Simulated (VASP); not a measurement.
# InP in VASP: single point with PBE

Aim: the single point of InP with PBE.

Everything below comes from runs of VASP 6.6.1. Logs are shortened: lines on timing, memory, paths and dates and some standing lists are left out, and cuts for length are marked.

### 1 The cell of the first run

The cell holds a sheet with vacuum, 2 atoms: a = 4.175 Å, b = 5.904 Å, c = 14.000 Å, α = 90.00°, β = 90.00°, γ = 90.00°.

### 2 Single point, PBE

Input file INCAR:

```
PREC = Accurate
ENCUT = 520
EDIFF = 1E-7
ISMEAR = 0
SIGMA = 0.1
LREAL = F
LASPH = T
NELM = 100
ALGO = Normal
ISIF = 2
LWAVE = F
LCHARG = F
LDIPOL = T
IDIPOL = 3
DIPOL = 0.5 0.5 0.500
GGA = PE
NBANDS = 16
```

Input file KPOINTS:

```
Automatic mesh
0
Gamma
  4 4 1
```

Input file POSCAR:

```
InP
1.0
    4.1747250000      0.0000000000      0.0000000000
    0.0000000000      5.9039530000      0.0000000000
    0.0000000000      0.0000000000     14.0000000000
In P
1 1
Direct
    0.5000000000      0.5001000000      0.5000000000
    0.0000000000      0.7501000000      0.5000000000
```

Potentials or basis: VASP PAW PBE potentials, release 64 (In_d, P).

On the command line:

```console
> cat potpaw_PBE.64/In_d/POTCAR potpaw_PBE.64/P/POTCAR > POTCAR
> mpirun -np 1 vasp_std > vasp.out
```

OUTCAR:

```text
PREC = Accurate
   ENCUT = 520
   EDIFF = 1E-7
   ISMEAR = 0
   LREAL = F
   LASPH = T
   NELM = 100
   ISIF = 2
   GGA = PE

 ion  position               nearest neighbor table
   1  0.500  0.500  0.500-   2 2.56   2 2.56
   2  0.000  0.750  0.500-   1 2.56   1 2.56

  LATTYP: Found a simple orthorhombic cell.
 ALAT       =     4.1747250000
 B/A-ratio  =     1.4142136308
 C/A-ratio  =     3.3535143033

  Lattice vectors:

 A1 = (   4.1747250000,   0.0000000000,   0.0000000000)
 A2 = (   0.0000000000,   5.9039530000,   0.0000000000)
 A3 = (   0.0000000000,   0.0000000000,  14.0000000000)

Analysis of symmetry for initial positions (statically):
=====================================================================
 Subroutine PRICEL returns:
 Original cell was already a primitive cell.

 Routine SETGRP: Setting up the symmetry group for a
 simple orthorhombic supercell.

 Subroutine GETGRP returns: Found  4 space group operations
 (whereof  4 operations were pure point group operations)
 out of a pool of  8 trial point group operations.

The static configuration has the point symmetry C_2v.

Analysis of symmetry for dynamics (positions and initial velocities):
=====================================================================
 Subroutine PRICEL returns:
 Original cell was already a primitive cell.

 Routine SETGRP: Setting up the symmetry group for a
 simple orthorhombic supercell.

 Subroutine GETGRP returns: Found  4 space group operations
 (whereof  4 operations were pure point group operations)
 out of a pool of  8 trial point group operations.

The dynamic configuration has the point symmetry C_2v.

 Subroutine INISYM returns: Found  4 space group operations
 (whereof  4 operations are pure point group operations),
 and found     1 'primitive' translations

----------------------------------------------------------------------------------------

                                     Primitive cell

  volume of cell :     345.0633

  direct lattice vectors                    reciprocal lattice vectors
     4.174725000  0.000000000  0.000000000     0.239536736  0.000000000  0.000000000
     0.000000000  5.903953000  0.000000000     0.000000000  0.169378042  0.000000000
     0.000000000  0.000000000 14.000000000     0.000000000  0.000000000  0.071428571

  length of vectors
     4.174725000  5.903953000 14.000000000     0.239536736  0.169378042  0.071428571

[... 68 lines left out ...]
   IBRION =     -1    ionic relax: 0-MD 1-quasi-New 2-CG
   NFREE  =      0    steps in history (QN), initial steepest desc. (CG)
   ISIF   =      2    stress and relaxation
   ISYM   =      2    0-nonsym 1-usesym 2-fastsym
   POTIM  = 0.5000    time-step for ionic-motion
   TEBEG  =    0.0;   TEEND  =   0.0 temperature during run
   PSTRESS=    0.0 pullay stress
   NELECT =      18.0000    total number of electrons
   NUPDOWN=      -1.0000    fix difference up-down
   EMIN   =  10.00;   EMAX   =-10.00  energy-range for DOS
   EFERMI =   0.00;   METHOD = LEGACY
   ISMEAR =     0;   SIGMA  =   0.10  broadening in eV -4-tet -1-fermi 0-gaus
   EFERMI_NEDOS =   21; number of points for ismear=-14 and -15
   IALGO  =     38    algorithm
   IMIX   =      4    mixing-type and parameters
     AMIX     =   0.40;   BMIX     =  1.00
     AMIX_MAG =   1.60;   BMIX_MAG =  1.00
  volume/ion in A,a.u.               =     172.53      1164.30
  Fermi-wavevector in a.u.,A,eV,Ry     =   0.611692  1.155930  5.090851  0.374167
  Thomas-Fermi vector in A             =   1.667709
   LORBIT       =      0    0 simple, 1 ext, 2 COOP (PROOUT), +10 PAW based schemes
   GGA     = PE    functional components
   LHFCALC =     F    Hartree Fock is set to
   AEXX    =    0.0000 exact exchange contribution
   IVDW    =     0    specifies the selected vdW correction
   LEPSILON=     F    determine dielectric tensor
   LRPA    =     F    only Hartree local field effects (RPA)
 non-spin polarized calculation
 Gauss-broadening in eV      SIGMA  =   0.10
  energy-cutoff  :      520.00
  volume of cell :      345.06
 maximum number of plane-waves:      9314
 NGX is ok and might be reduce to    32
   NGX = 15   NGY = 21   NGZ = 53

 number of electron      18.0000002 magnetization

 dipolmoment           0.000000      0.000000      0.000000 electrons x Angstroem

 Free energy of the ion-electron system (eV)
  ---------------------------------------------------
  ext. energy  EPLUGINS =         0.00000000
  ---------------------------------------------------
  free energy    TOTEN  =        -5.89857863 eV

  energy without entropy =       -5.87793674  energy(sigma->0) =       -5.88825769

 E-fermi :  -3.3223     XC(G=0):  -2.4478

 val. band max:       -3.3283300464   @ k =   0.5000   0.0000   0.0000
 cond. band min:      -3.3130779837   @ k =   0.5000   0.2500   0.0000
 fundamental gap:      0.0152520627
 Fermi energy:        -3.3223479559

 k-point     1 :       0.0000    0.0000    0.0000
  band No.  band energies     occupation
      1     -17.6938      2.00000
      2     -17.6448      2.00000
      3     -17.6167      2.00000
      4     -17.5773      2.00000
      5     -17.5223      2.00000
      6     -12.7642      2.00000
[... 148 lines left out ...]
      3     -17.6424      2.00000
      4     -17.5405      2.00000
      5     -17.4928      2.00000
      6     -11.9365      2.00000
[... 8 lines left out ...]
     15       3.4213      0.00000
     16       3.5638      0.00000

------------------------ aborting loop because EDIFF is reached ----------------------------------------

 vacuum level on the upper side and lower side of the slab       (xc-potential included)        -0.062        -0.062

  FORCE on cell =-STRESS in cart. coord.  units (eV):
  Direction    XX          YY          ZZ          XY          YZ          ZX
  --------------------------------------------------------------------------------------
  -------------------------------------------------------------------------------------
  Total       -1.4383232     -2.4533883     -0.0136303      0.0000000      0.0000000      0.0000000
  in kB       -6.6783362    -11.3914255     -0.0632872      0.0000000      0.0000000      0.0000000
  external PRESSURE =      -6.0443496 kB  Pullay stress =       0.0000000 kB

 VOLUME and BASIS-vectors are now :
 -----------------------------------------------------------------------------
  energy-cutoff  :      520.00
  volume of cell :      345.06
      direct lattice vectors                 reciprocal lattice vectors
     4.174725000  0.000000000  0.000000000     0.239536736  0.000000000  0.000000000
     0.000000000  5.903953000  0.000000000     0.000000000  0.169378042  0.000000000
     0.000000000  0.000000000 14.000000000     0.000000000  0.000000000  0.071428571

 POSITION                                       TOTAL-FORCE (eV/Angst)
 -----------------------------------------------------------------------------------
      2.08736      2.95257      7.00000         0.000000      1.237885      0.000000
      0.00000      4.42856      7.00000         0.000000     -1.237885      0.000000
 -----------------------------------------------------------------------------------
    total drift:                                0.000000     -0.000009      0.000000

  FREE ENERGIE OF THE ION-ELECTRON SYSTEM (eV)
  ---------------------------------------------------
  free  energy   TOTEN  =        -5.8985786267 eV

  energy  without entropy=       -5.8779367441  energy(sigma->0) =       -5.88825769

 vacuum level on the upper side and lower side of the slab         1.460         1.460
```

stdout:

```text
POSCAR found type information on POSCAR InP
 POSCAR found :  2 types and       2 ions
 scaLAPACK will be used
 LDA part: xc-table for (Slater+PW92), standard interpolation
 POSCAR, INCAR and KPOINTS ok, starting setup
 FFT: planning ... GRIDC
 FFT: planning ... GRID_SOFT
 FFT: planning ... GRID
 WAVECAR not read
 entering main loop
```

It took 33 s on 1 thread of Intel Xeon 6975P-C (Granite Rapids), shared host; peak memory 0.39 GiB.

What came out:

| Property | Result |
| --- | --- |
| Free energy | -5.8986 eV |
| Largest force | 1.238 eV/Å |
| Band gap on the k mesh | 0.02 eV, indirect (least direct gap 0.03 eV) |

Forces in eV/Å, atoms in the order of the input:
```
In   0.000  1.238  0.000
P    0.000 -1.238  0.000
```

Levels at points of the mesh, in eV from the valence-band top:
| k point | band 5 | band 6 | band 7 | band 8 | band 9 | band 10 | band 11 | band 12 | band 13 | band 14 |
| --- | --- | --- | --- | --- | --- | --- | --- | --- | --- | --- |
| (0.00, 0.00, 0.00) | -14.19 | -9.44 | -3.20 | -0.95 | -0.75 | 0.27 | 3.31 | 3.32 | 4.20 | 5.12 |
| (0.50, 0.00, 0.00) | -14.16 | -8.63 | -4.95 | -1.16 | 0.00 | 0.28 | 2.31 | 3.84 | 4.83 | 6.33 |
| (0.00, 0.50, 0.00) | -14.19 | -9.41 | -3.59 | -0.86 | -0.71 | 1.35 | 2.82 | 2.87 | 5.02 | 5.46 |
| (0.50, 0.50, 0.00) | -14.16 | -8.61 | -4.88 | -1.45 | -0.27 | 0.03 | 2.46 | 5.39 | 6.13 | 6.35 |

Caveat: spin-orbit coupling is left out, which moves the levels of the heavy elements.
